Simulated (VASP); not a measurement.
# SiO2 in VASP: further runs

SiO2 is run at these levels: PBE+D3(BJ); tasks: single point.

Program: VASP 6.6.1. These are calculated values, not measurements. Logs are shortened: lines on timing, memory, paths and dates and some standing lists are left out, and cuts for length are marked.

## 1. The cell of the first run

The cell holds a sheet with vacuum, 6 atoms: a = 3.793 Å, b = 3.793 Å, c = 18.000 Å, α = 90.00°, β = 90.00°, γ = 90.00°.

## 2. Single point, PBE+D3(BJ)

INCAR reads:

```
PREC     = Accurate       # precision mode
ENCUT    = 520            # plane-wave cutoff, eV
EDIFF    = 1E-6           # SCF threshold, eV
ISMEAR   = 0              # smearing method
SIGMA    = 0.1            # smearing width, eV
LREAL    = F              # projectors in reciprocal space
LASPH    = T              # aspherical terms in the spheres
NELM     = 80             # most SCF steps
ALGO     = Normal         # electronic algorithm
ISIF     = 2              # what is computed and relaxed
LWAVE    = F              # write WAVECAR
LCHARG   = F              # write CHGCAR
LDIPOL   = T            
IDIPOL   = 3            
DIPOL    = 0.5 0.5 0.500
GGA      = PE             # functional
IVDW     = 12             # dispersion correction
NBANDS   = 25             # bands
```

KPOINTS reads:

```
regular mesh
0
Gamma
  4 4 1
```

POSCAR reads:

```
SiO2
1.0
    3.7925757000      0.0000000000      0.0000000000
    0.0000000000      3.7925757000      0.0000000000
    0.0000000000      0.0000000000     18.0000000000
Si O
2 4
Direct
    0.0000000000      0.0000000000      0.4039397600
    0.0000000000      0.0000000000      0.5947916700
    0.0000000000      0.5000000000      0.4052083300
    0.5000000000      0.0000000000      0.4052083300
    0.0000000000      0.5000000000      0.5960602400
    0.5000000000      0.0000000000      0.5960602400
```

Potentials or basis: VASP PAW PBE potentials, release 64 (Si, O).

Started as:

```sh
$ cat potpaw_PBE.64/Si/POTCAR potpaw_PBE.64/O/POTCAR > POTCAR
$ mpirun -np 1 vasp_std > vasp.out
```

OUTCAR:

```text
PREC = Accurate
   ENCUT = 520
   EDIFF = 1E-6
   ISMEAR = 0
   LREAL = F
   LASPH = T
   NELM = 80
   ISIF = 2
   GGA = PE
   IVDW = 12
 IVDW          = 12

 ion  position               nearest neighbor table
   1  0.000  0.000  0.404-   3 1.90   4 1.90   3 1.90   4 1.90
   2  0.000  0.000  0.595-   5 1.90   6 1.90   5 1.90   6 1.90
   3  0.000  0.500  0.405-   1 1.90   1 1.90
   4  0.500  0.000  0.405-   1 1.90   1 1.90
   5  0.000  0.500  0.596-   2 1.90   2 1.90
   6  0.500  0.000  0.596-   2 1.90   2 1.90

  LATTYP: Found a simple tetragonal cell.
 ALAT       =     3.7925757000
 C/A-ratio  =     4.7461148897

  Lattice vectors:

 A1 = (   3.7925757000,   0.0000000000,   0.0000000000)
 A2 = (   0.0000000000,   3.7925757000,   0.0000000000)
 A3 = (   0.0000000000,   0.0000000000,  18.0000000000)

Analysis of symmetry for initial positions (statically):
=====================================================================
 Subroutine PRICEL returns:
 Original cell was already a primitive cell.

 Routine SETGRP: Setting up the symmetry group for a
 simple tetragonal supercell.

 Subroutine GETGRP returns: Found  8 space group operations
 (whereof  8 operations were pure point group operations)
 out of a pool of 16 trial point group operations.

The static configuration has the point symmetry C_4v.

Analysis of symmetry for dynamics (positions and initial velocities):
=====================================================================
 Subroutine PRICEL returns:
 Original cell was already a primitive cell.

 Routine SETGRP: Setting up the symmetry group for a
 simple tetragonal supercell.

 Subroutine GETGRP returns: Found  8 space group operations
 (whereof  8 operations were pure point group operations)
 out of a pool of 16 trial point group operations.

The dynamic configuration has the point symmetry C_4v.

 Subroutine INISYM returns: Found  8 space group operations
 (whereof  8 operations are pure point group operations),
 and found     1 'primitive' translations

----------------------------------------------------------------------------------------

                                     Primitive cell

  volume of cell :     258.9053

  direct lattice vectors                    reciprocal lattice vectors
     3.792575700  0.000000000  0.000000000     0.263673049  0.000000000  0.000000000
     0.000000000  3.792575700  0.000000000     0.000000000  0.263673049  0.000000000
     0.000000000  0.000000000 18.000000000     0.000000000  0.000000000  0.055555556

  length of vectors
     3.792575700  3.792575700 18.000000000     0.263673049  0.263673049  0.055555556

  position of ions in fractional coordinates (direct lattice)
     0.000000000  0.000000000  0.403939760
     0.000000000  0.000000000  0.594791670
     0.000000000  0.500000000  0.405208330
     0.500000000  0.000000000  0.405208330
     0.000000000  0.500000000  0.596060240
     0.500000000  0.000000000  0.596060240

  ion indices of the primitive-cell ions
   primitive index   ion index
                 1           1
                 2           2
                 3           3
                 4           4
                 5           5
                 6           6

----------------------------------------------------------------------------------------

 KPOINTS: regular mesh

Automatic generation of k-mesh.
 Grid dimensions read from file:
 generate k-points for:    4    4    1

 Generating k-lattice:

  Cartesian coordinates                     Fractional coordinates (reciprocal lattice)
     0.065918262  0.000000000  0.000000000     0.250000000  0.000000000  0.000000000
     0.000000000  0.065918262  0.000000000     0.000000000  0.250000000  0.000000000
     0.000000000  0.000000000  0.055555556     0.000000000  0.000000000  1.000000000

  Length of vectors
     0.065918262  0.065918262  0.055555556

  Shift w.r.t. Gamma in fractional coordinates (k-lattice)
     0.000000000  0.000000000  0.000000000

 Subroutine IBZKPT returns following result:
 ===========================================

 Found      6 irreducible k-points:

 Following reciprocal coordinates:
            Coordinates               Weight
  0.000000  0.000000  0.000000      1.000000
  0.250000  0.000000  0.000000      4.000000
  0.500000  0.000000  0.000000      2.000000
  0.250000  0.250000  0.000000      4.000000
  0.500000  0.250000  0.000000      4.000000
  0.500000  0.500000  0.000000      1.000000
   k-points           NKPTS =      6   k-points in BZ     NKDIM =      6   number of bands    NBANDS=     25
   number of dos      NEDOS =    301   number of ions     NIONS =      6
   total plane-waves  NPLWV = 109760
   dimension x,y,z NGX =    28 NGY =   28 NGZ =  140
   dimension x,y,z NGXF=    56 NGYF=   56 NGZF=  280
   ions per type =               2   4
   NGX,Y,Z   is equivalent  to a cutoff of  12.27, 12.27, 12.93 a.u.
   NGXF,Y,Z  is equivalent  to a cutoff of  24.55, 24.55, 25.86 a.u.
 SYSTEM =  unknown system
   PREC   = accura    normal or accurate (medium, high low for compatibility)
   ISTART =      0    job   : 0-new  1-cont  2-samecut
   ICHARG =      2    charge: 1-file 2-atom 10-const
   ISPIN  =      1    spin polarized calculation?
   LNONCOLLINEAR =      F non collinear calculations
   LSORBIT =      F    spin-orbit coupling
   LASPH  =      T    aspherical Exc in radial PAW
   ENCUT  =  520.0 eV  38.22 Ry    6.18 a.u.   7.05  7.05 33.47*2*pi/ulx,y,z
   NELM   =     80;   NELMIN=  2; NELMDL= -5     # of ELM steps
   EDIFF  = 0.1E-05   stopping-criterion for ELM
   LREAL  =      F    real-space projection
   EDIFFG = 0.1E-04   stopping-criterion for IOM
   NSW    =      0    number of steps for IOM
   IBRION =     -1    ionic relax: 0-MD 1-quasi-New 2-CG
   NFREE  =      0    steps in history (QN), initial steepest desc. (CG)
   ISIF   =      2    stress and relaxation
   ISYM   =      2    0-nonsym 1-usesym 2-fastsym
   POTIM  = 0.5000    time-step for ionic-motion
   TEBEG  =    0.0;   TEEND  =   0.0 temperature during run
   PSTRESS=    0.0 pullay stress
   NELECT =      32.0000    total number of electrons
   NUPDOWN=      -1.0000    fix difference up-down
   EMIN   =  10.00;   EMAX   =-10.00  energy-range for DOS
   EFERMI =   0.00;   METHOD = LEGACY
   ISMEAR =     0;   SIGMA  =   0.10  broadening in eV -4-tet -1-fermi 0-gaus
   EFERMI_NEDOS =   21; number of points for ismear=-14 and -15
   IALGO  =     38    algorithm
   IMIX   =      4    mixing-type and parameters
     AMIX     =   0.40;   BMIX     =  1.00
     AMIX_MAG =   1.60;   BMIX_MAG =  1.00
  volume/ion in A,a.u.               =      43.15       291.20
  Fermi-wavevector in a.u.,A,eV,Ry     =   0.815476  1.541026  9.047888  0.665001
  Thomas-Fermi vector in A             =   1.925571
   LORBIT       =      0    0 simple, 1 ext, 2 COOP (PROOUT), +10 PAW based schemes
   GGA     = PE    functional components
   LHFCALC =     F    Hartree Fock is set to
   AEXX    =    0.0000 exact exchange contribution
   IVDW    =    12    specifies the selected vdW correction
   LEPSILON=     F    determine dielectric tensor
   LRPA    =     F    only Hartree local field effects (RPA)
 non-spin polarized calculation
 Gauss-broadening in eV      SIGMA  =   0.10
  energy-cutoff  :      520.00
  volume of cell :      258.91
 maximum number of plane-waves:      6990
   NGX = 15   NGY = 15   NGZ = 67

 number of electron      31.9999979 magnetization

 dipolmoment           0.000000      0.000000      0.020162 electrons x Angstroem

 Free energy of the ion-electron system (eV)
  ---------------------------------------------------
  ext. energy  EPLUGINS =         0.00000000
  ---------------------------------------------------
  free energy    TOTEN  =       -36.62495428 eV

  energy without entropy =      -36.62400985  energy(sigma->0) =      -36.62448207

 E-fermi :  -3.0984     XC(G=0):  -3.6837

 val. band max:       -3.2838257555   @ k =   0.5000   0.2500   0.0000
 cond. band min:      -2.9138807274   @ k =   0.2500   0.0000   0.0000
 fundamental gap:      0.3699450281
 Fermi energy:        -3.0984136431

 k-point     1 :       0.0000    0.0000    0.0000
  band No.  band energies     occupation
      1     -21.5817      2.00000
      2     -21.4548      2.00000
      3     -19.6340      2.00000
      4     -19.5266      2.00000
      5      -9.1838      2.00000
      6      -9.1838      2.00000
[... 17 lines left out ...]
     24       4.9833      0.00000
     25       5.3002      0.00000

 k-point     2 :       0.2500    0.0000    0.0000
  band No.  band energies     occupation
      1     -21.3089      2.00000
      2     -21.1850      2.00000
      3     -19.9121      2.00000
      4     -19.8030      2.00000
      5      -9.9034      2.00000
      6      -9.6862      2.00000
[... 17 lines left out ...]
     24       5.3536      0.00000
     25       5.4963      0.00000

 k-point     3 :       0.5000    0.0000    0.0000
  band No.  band energies     occupation
      1     -20.7382      2.00000
      2     -20.6194      2.00000
      3     -20.4910      2.00000
      4     -20.3780      2.00000
      5     -10.4056      2.00000
      6     -10.1470      2.00000
[... 17 lines left out ...]
     24       4.8074      0.00000
     25       5.0739      0.00000

 k-point     4 :       0.2500    0.2500    0.0000
  band No.  band energies     occupation
      1     -21.0747      2.00000
      2     -20.9541      2.00000
      3     -20.0677      2.00000
      4     -19.9578      2.00000
      5     -11.2922      2.00000
      6     -11.0600      2.00000
[... 17 lines left out ...]
     24       5.6416      0.00000
     25       5.9085      0.00000

 k-point     5 :       0.5000    0.2500    0.0000
  band No.  band energies     occupation
      1     -20.5969      2.00000
      2     -20.4814      2.00000
      3     -20.4672      2.00000
      4     -20.3547      2.00000
      5     -12.0048      2.00000
      6     -11.7571      2.00000
[... 17 lines left out ...]
     24       5.2425      0.00000
     25       5.5917      0.00000

 k-point     6 :       0.5000    0.5000    0.0000
  band No.  band energies     occupation
      1     -20.4431      2.00000
      2     -20.4431      2.00000
      3     -20.3311      2.00000
      4     -20.3311      2.00000
      5     -12.9019      2.00000
      6     -12.6427      2.00000
[... 17 lines left out ...]
     24       4.0891      0.00000
     25       6.6230      0.00000

------------------------ aborting loop because EDIFF is reached ----------------------------------------

 vacuum level on the upper side and lower side of the slab       (xc-potential included)         0.025        -0.200

 Edisp (eV)   -0.47624

 E8    (eV) :    -0.1675

  FORCE on cell =-STRESS in cart. coord.  units (eV):
  Direction    XX          YY          ZZ          XY          YZ          ZX
  --------------------------------------------------------------------------------------
  -------------------------------------------------------------------------------------
  Total     -27.74101   -27.74101     0.70290     0.00000     0.00000     0.00000
  in kB    -171.66900  -171.66900     4.34976     0.00000     0.00000     0.00000
  external pressure =     -113.00 kB  Pullay stress =        0.00 kB

 VOLUME and BASIS-vectors are now :
 -----------------------------------------------------------------------------
  energy-cutoff  :      520.00
  volume of cell :      258.91
      direct lattice vectors                 reciprocal lattice vectors
     3.792575700  0.000000000  0.000000000     0.263673049  0.000000000  0.000000000
     0.000000000  3.792575700  0.000000000     0.000000000  0.263673049  0.000000000
     0.000000000  0.000000000 18.000000000     0.000000000  0.000000000  0.055555556

 POSITION                                       TOTAL-FORCE (eV/Angst)
 -----------------------------------------------------------------------------------
      0.00000      0.00000      7.27092        -0.000000     -0.000000      0.168028
      0.00000      0.00000     10.70625        -0.000000      0.000000      0.227786
      0.00000      1.89629      7.29375        -0.000000     -0.000000     -0.201556
      1.89629      0.00000      7.29375        -0.000000     -0.000000     -0.201556
      0.00000      1.89629     10.72908         0.000000     -0.000000      0.003649
      1.89629      0.00000     10.72908        -0.000000     -0.000000      0.003649
 -----------------------------------------------------------------------------------
    total drift:                                0.000000      0.000000      0.000231

  FREE ENERGIE OF THE ION-ELECTRON SYSTEM (eV)
  ---------------------------------------------------
  free  energy   TOTEN  =       -37.1011910317 eV

  energy  without entropy=      -37.1002465940  energy(sigma->0) =      -37.10071881

 vacuum level on the upper side and lower side of the slab         2.538         2.289
```

Run time: 27 s. Hardware: 1 thread of Intel Xeon 6975P-C (Granite Rapids), shared host; peak memory 0.33 GiB.

What came out:

| Quantity | Value |
| --- | --- |
| Free energy | -37.1012 eV |
| Largest force | 0.228 eV/Å |
| Band gap on the k mesh | zero (bands 16 and 17 overlap by 0.95 eV) |
| Dispersion energy per atom | -0.079 eV |

Forces in eV/Å, atoms in the order of the input:
```
Si   0.000  0.000  0.168
Si   0.000  0.000  0.228
O    0.000  0.000 -0.202
O    0.000  0.000 -0.202
O    0.000  0.000  0.004
O    0.000  0.000  0.004
```

Levels at points of the mesh, in eV from the Fermi level:
```
           k point  band 13  band 14  band 15  band 16  band 17  band 18  band 19  band 20
(0.00, 0.00, 0.00)    -1.13    -0.93    -0.73    -0.73    -0.63    -0.63     3.73     4.64
(0.50, 0.00, 0.00)    -1.74    -1.60    -1.53    -1.41     1.51     2.51     2.92     4.46
(0.50, 0.50, 0.00)    -1.71    -1.71     0.32     0.32     0.42     2.31     3.76     5.30
```

Caveat: the k points lie up to 0.41 Å⁻¹ apart, too coarse for converged energies and pressures of a metal.

## 3. Single point, PBE+D3(BJ)

This run uses another cell than the first one.

INCAR reads:

```
PREC = Accurate ; ENCUT = 520
EDIFF = 1E-6 ; ISMEAR = 0
SIGMA = 0.1 ; LREAL = F
LASPH = T ; NELM = 60
ALGO = Normal ; ISIF = 2
LWAVE = F ; LCHARG = F
LDIPOL = T ; IDIPOL = 3
DIPOL = 0.5 0.5 0.293 ; GGA = PE
IVDW = 12 ; NBANDS = 25
```

KPOINTS is that of step 2.

POSCAR reads:

```
SiO2
1.0
    3.3350417848      0.0000000000      0.0000000000
    0.0000000000      3.3350417848      0.0000000000
    0.0000000000      0.0000000000     30.7163372800
Si O
2 4
Direct
    0.0000000000      0.0000000000      0.2389182532
    0.0000000000      0.0000000000      0.3473400302
    0.0000000000      0.5000000000      0.2375279441
    0.5000000000      0.0000000000      0.2375279441
    0.0000000000      0.5000000000      0.3487256636
    0.5000000000      0.0000000000      0.3487256636
```

Potentials or basis: VASP PAW PBE potentials, release 64 (Si, O).

Started as:

```sh
$ cat potpaw_PBE.64/Si/POTCAR potpaw_PBE.64/O/POTCAR > POTCAR
$ mpirun -np 1 vasp_std > vasp.out
```

Run time: 55 s. Hardware: 1 thread of Intel Xeon 6975P-C (Granite Rapids), shared host; peak memory 0.45 GiB.

Results (log left out):

```yaml
Free_energy: -41.3871 eV
Band_gap_on_the_k_mesh: zero (bands 16 and 17 overlap by 0.49 eV)
Dispersion_energy_per_atom: -0.107 eV
```

Forces on the atoms (eV/Å):
```
Si   0.000  0.000  0.002
Si   0.000  0.000 -0.002
O    0.000  0.000  0.000
O    0.000  0.000  0.000
O    0.000  0.000  0.000
O    0.000  0.000  0.000
```

Levels at points of the mesh, in eV from the Fermi level:
```tsv
k point	band 14	band 15	band 16	band 17	band 18	band 19
(0.00, 0.00, 0.00)	-1.50	-1.47	-1.47	-0.29	1.51	3.53
(0.50, 0.00, 0.00)	-3.07	-3.02	-3.00	1.83	3.86	3.89
(0.50, 0.50, 0.00)	-3.55	-0.19	0.20	0.22	2.31	4.71
```

Caveat: the k points lie up to 0.47 Å⁻¹ apart.

## 4. Single point, PBE+D3(BJ)

This run uses another cell than the first one.

INCAR reads:

```
PREC = Accurate
ENCUT = 520
EDIFF = 1E-6
ISMEAR = 0
SIGMA = 0.1
LREAL = False
LASPH = True
NELM = 100
ALGO = Normal
ISIF = 2
LWAVE = False
LCHARG = False
LDIPOL = True
IDIPOL = 3
DIPOL = 0.5 0.5 0.293
GGA = PE
IVDW = 12
NBANDS = 25
```

KPOINTS reads:

```
regular mesh
0
Gamma
  6 6 1
```

POSCAR reads:

```
SiO2
1.0
    3.3344423519      0.0000000000      0.0000000000
    0.0000000000      3.3344423519      0.0000000000
    0.0000000000      0.0000000000     30.7163372800
Si O
2 4
Direct
    0.0000000000      0.0000000000      0.2307850260
    0.0000000000      0.0000000000      0.3554701402
    0.0000000000      0.5000000000      0.2306697677
    0.5000000000      0.0000000000      0.2306697677
    0.0000000000      0.5000000000      0.3555853986
    0.5000000000      0.0000000000      0.3555853986
```

Started as:

```sh
$ cat potpaw_PBE.64/Si/POTCAR potpaw_PBE.64/O/POTCAR > POTCAR
$ mpirun -np 1 vasp_std > vasp.out
```

It took 76 s on 1 thread of Intel Xeon 6975P-C (Granite Rapids), shared host; peak memory 0.46 GiB.

It converged, with:

```
Free energy                : -41.3489 eV
Band gap on the k mesh     : zero (bands 16 and 17 overlap by 0.45 eV)
Dispersion energy per atom : -0.098 eV
```

Forces in eV/Å, atoms in the order of the input:
```
Si   0.000  0.000  0.000
Si   0.000  0.000  0.000
O    0.000  0.000 -0.002
O    0.000  0.000 -0.002
O    0.000  0.000  0.002
O    0.000  0.000  0.002
```

Levels at points of the mesh, in eV from the Fermi level:
| k point | band 13 | band 14 | band 15 | band 16 | band 17 | band 18 | band 19 | band 20 |
| --- | --- | --- | --- | --- | --- | --- | --- | --- |
| (0.00, 0.00, 0.00) | -1.72 | -1.72 | -1.71 | -1.71 | -0.44 | 0.70 | 2.99 | 3.17 |
| (0.50, 0.00, 0.00) | -3.31 | -3.28 | -3.27 | -3.26 | 2.07 | 3.20 | 3.26 | 4.81 |
| (0.50, 0.50, 0.00) | -3.99 | -3.99 | 0.01 | 0.01 | 0.10 | 1.33 | 4.30 | 5.90 |

[end of part 1 of 2]

The gap in the log of VASP goes by the Fermi energy; the results here count the filled bands.